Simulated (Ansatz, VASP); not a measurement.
**Mo: VASP beside Ansatz**

```
Mo
1.0
    -1.58381    1.58381    1.58381
     1.58381   -1.58381    1.58381
     1.58381    1.58381   -1.58381
Mo
1
Direct
  0.00000 0.00000 0.00000
```

Alike in both runs: task single point; functional PBE; k mesh 12 × 12 × 12; occupations gaussian, width 0.019 eV; no spin polarisation.

```csv
,VASP,Ansatz
version,VASP 6.6.1,Ansatz 0.2.0
potentials or method,"VASP PAW PBE potentials, release 64 (Mo_sv), cutoff 520 eV","all-electron LAPW, scalar-relativistic"
```

```csv
,VASP,Ansatz,Ansatz less VASP
gap on the k mesh at the Fermi level (eV),none,none,-
pressure (GPa),-1.4,-1.9,-0.52
```

A gap of «none» marks a metal or a gap that the smearing closes. Ansatz ran all-electron here, and VASP with PAW potentials.
